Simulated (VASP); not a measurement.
# Mg3Sb2 (P-3m1) in VASP: a series of runs, part 2 of 2

VASP 6.6.1. Earlier steps stand in the parts before.

### 3 Electric field gradients, PBE

INCAR

```
PREC     = Accurate       # precision mode
ENCUT    = 520            # plane-wave cutoff, eV
EDIFF    = 1E-8           # SCF threshold, eV
ISMEAR   = -1             # smearing method
SIGMA    = 0.08           # smearing width, eV
LREAL    = F              # projectors in reciprocal space
LASPH    = T              # aspherical terms in the spheres
NELM     = 120            # most SCF steps
ALGO     = Normal         # electronic algorithm
ISIF     = 2              # what is computed and relaxed
LWAVE    = F              # write WAVECAR
LCHARG   = F              # write CHGCAR
GGA      = PE             # functional
LEFG     = T            
NBANDS   = 16             # bands
GGA_COMPAT= F
```

KPOINTS

```
regular mesh
0
Gamma
  7 7 4
```

POSCAR

```
Mg3Sb2
1.0
    4.5820006928      0.0000000000      0.0000000000
   -2.2910003464      3.9681290001      0.0000000000
    0.0000000000      0.0000000000      7.2440000000
Mg Sb
3 2
Direct
    0.3333333333      0.6666666667      0.6300000000
    0.6666666667      0.3333333333      0.3700000000
    0.0000000000      0.0000000000      0.0000000000
    0.3333333333      0.6666666667      0.2350000000
    0.6666666667      0.3333333333      0.7650000000
```

Potentials or basis: VASP PAW PBE potentials, release 64 (Mg, Sb).

Started as:

```sh
> cat potpaw_PBE.64/Mg/POTCAR potpaw_PBE.64/Sb/POTCAR > POTCAR
> mpirun -np 1 vasp_std > vasp.out
```

OUTCAR:

```text
PREC = Accurate
   ENCUT = 520
   EDIFF = 1E-8
   ISMEAR = -1
   LREAL = F
   LASPH = T
   NELM = 120
   ISIF = 2
   GGA = PE

 ion  position               nearest neighbor table
   1  0.333  0.667  0.630-   5 2.82   5 2.82   5 2.82   4 2.86   2 3.25   2 3.25   2 3.25
   2  0.667  0.333  0.370-   4 2.82   4 2.82   4 2.82   5 2.86   1 3.25   1 3.25   1 3.25
   3  0.000  0.000  0.000-   4 3.15   5 3.15   4 3.15   5 3.15   5 3.15   4 3.15
   4  0.333  0.667  0.235-   2 2.82   2 2.82   2 2.82   1 2.86   3 3.15   3 3.15   3 3.15
   5  0.667  0.333  0.765-   1 2.82   1 2.82   1 2.82   2 2.86   3 3.15   3 3.15   3 3.15

  LATTYP: Found a hexagonal cell.
 ALAT       =     4.5820006928
 C/A-ratio  =     1.5809687701

  Lattice vectors:

 A1 = (   4.5820006928,   0.0000000000,   0.0000000000)
 A2 = (  -2.2910003464,   3.9681290001,   0.0000000000)
 A3 = (   0.0000000000,   0.0000000000,   7.2440000000)

Analysis of symmetry for initial positions (statically):
=====================================================================
 Subroutine PRICEL returns:
 Original cell was already a primitive cell.

 Routine SETGRP: Setting up the symmetry group for a
 hexagonal supercell.

 Subroutine GETGRP returns: Found 12 space group operations
 (whereof 12 operations were pure point group operations)
 out of a pool of 24 trial point group operations.

The static configuration has the point symmetry D_3d.

Analysis of symmetry for dynamics (positions and initial velocities):
[... 632 lines left out ...]
  FORCE on cell =-STRESS in cart. coord.  units (eV):
  Direction    XX          YY          ZZ          XY          YZ          ZX
  --------------------------------------------------------------------------------------
  -------------------------------------------------------------------------------------
  Total        0.6005062      0.6005062      1.1651864      0.0000000      0.0000000     -0.0000000
  in kB        7.3048059      7.3048059     14.1738106      0.0000000      0.0000000     -0.0000000
  external PRESSURE =       9.5944741 kB  Pullay stress =       0.0000000 kB

 VOLUME and BASIS-vectors are now :
 -----------------------------------------------------------------------------
  energy-cutoff  :      520.00
  volume of cell :      131.71
      direct lattice vectors                 reciprocal lattice vectors
     4.582000693  0.000000000  0.000000000     0.218245275  0.126003968  0.000000000
    -2.291000346  3.968129000  0.000000000     0.000000000  0.252007936  0.000000000
     0.000000000  0.000000000  7.244000000     0.000000000  0.000000000  0.138045279

 POSITION                                       TOTAL-FORCE (eV/Angst)
 -----------------------------------------------------------------------------------
     -0.00000      2.64542      4.56372         0.000000      0.000000      0.154118
      2.29100      1.32271      2.68028         0.000000     -0.000000     -0.154118
      0.00000      0.00000      0.00000         0.000000      0.000000      0.000000
     -0.00000      2.64542      1.70234        -0.000000      0.000000     -0.499630
      2.29100      1.32271      5.54166        -0.000000     -0.000000      0.499630
 -----------------------------------------------------------------------------------
    total drift:                                0.000000      0.000000      0.000000

  FREE ENERGIE OF THE ION-ELECTRON SYSTEM (eV)
  ---------------------------------------------------
  free  energy   TOTEN  =       -14.6047175755 eV

  energy  without entropy=      -14.6015449821  energy(sigma->0) =      -14.60313128

 Electric field gradients (V/A^2)
---------------------------------------------------------------------
 ion       V_xx      V_yy      V_zz      V_xy      V_xz      V_yz
---------------------------------------------------------------------
   1       0.148     0.148    -0.296    -0.000    -0.000     0.000
   2       0.148     0.148    -0.296    -0.000    -0.000     0.000
   3      -0.360    -0.360     0.720    -0.000    -0.000     0.000
   4     -11.894   -11.894    23.788     0.000    -0.000     0.000
   5     -11.894   -11.894    23.788     0.000    -0.000     0.000
---------------------------------------------------------------------

 Electric field gradients after diagonalization (V/A^2)
 (convention: |V_zz| > |V_xx| > |V_yy|)
----------------------------------------------------------------------
 ion       V_xx      V_yy      V_zz     asymmetry (V_yy - V_xx)/ V_zz
----------------------------------------------------------------------
   1       0.148     0.148    -0.296       0.000
   2       0.148     0.148    -0.296       0.000
   3      -0.360    -0.360     0.720       0.000
   4     -11.894   -11.894    23.788       0.000
   5     -11.894   -11.894    23.788       0.000
----------------------------------------------------------------------

           NMR quadrupolar parameters

 Cq : quadrupolar parameter    Cq=e*Q*V_zz/h
 eta: asymmetry parameters     (V_yy - V_xx)/ V_zz
 Q  : nuclear electric quadrupole moment in mb (millibarn)
----------------------------------------------------------------------
 ion       Cq(MHz)       eta       Q (mb)
----------------------------------------------------------------------
   1      -0.001       0.000       1.000
   2      -0.001       0.000       1.000
   3       0.002       0.000       1.000
   4       0.058       0.000       1.000
   5       0.058       0.000       1.000
----------------------------------------------------------------------
```

Wall time 2.3 min (1 thread of Intel Xeon 8259CL, shared host); peak memory 0.27 GiB.

What came out:

```
Free energy                             : -14.6047 eV
Pressure                                : 1.0 GPa
Largest force                           : 0.500 eV/Å
Band gap on the k mesh                  : 0.34 eV (least direct gap 1.17 eV)
Largest electric field gradient by atom : Mg -0.3, +0.7 (each value once); Sb +23.8 V/Å²
```

Forces in eV/Å, atoms in the order of the input:
```
Mg   0.000  0.000  0.154
Mg   0.000  0.000 -0.154
Mg   0.000  0.000  0.000
Sb   0.000  0.000 -0.500
Sb   0.000  0.000  0.500
```

Electric field gradients, principal values (V/Å²):
```tsv
atom	least	middle	greatest (by size)
1 Mg	0.148	0.148	-0.296
2 Mg	0.148	0.148	-0.296
3 Mg	-0.360	-0.360	0.720
4 Sb	-11.894	-11.894	23.788
5 Sb	-11.894	-11.894	23.788
```

Caveat: without QUAD_EFG the Cq values of the log hold for a quadrupole moment of 1 mb, not for the nuclei; spin-orbit coupling is left out, which moves the levels of the heavy elements; an odd mesh through Γ misses points on the zone boundary, where band edges can lie.
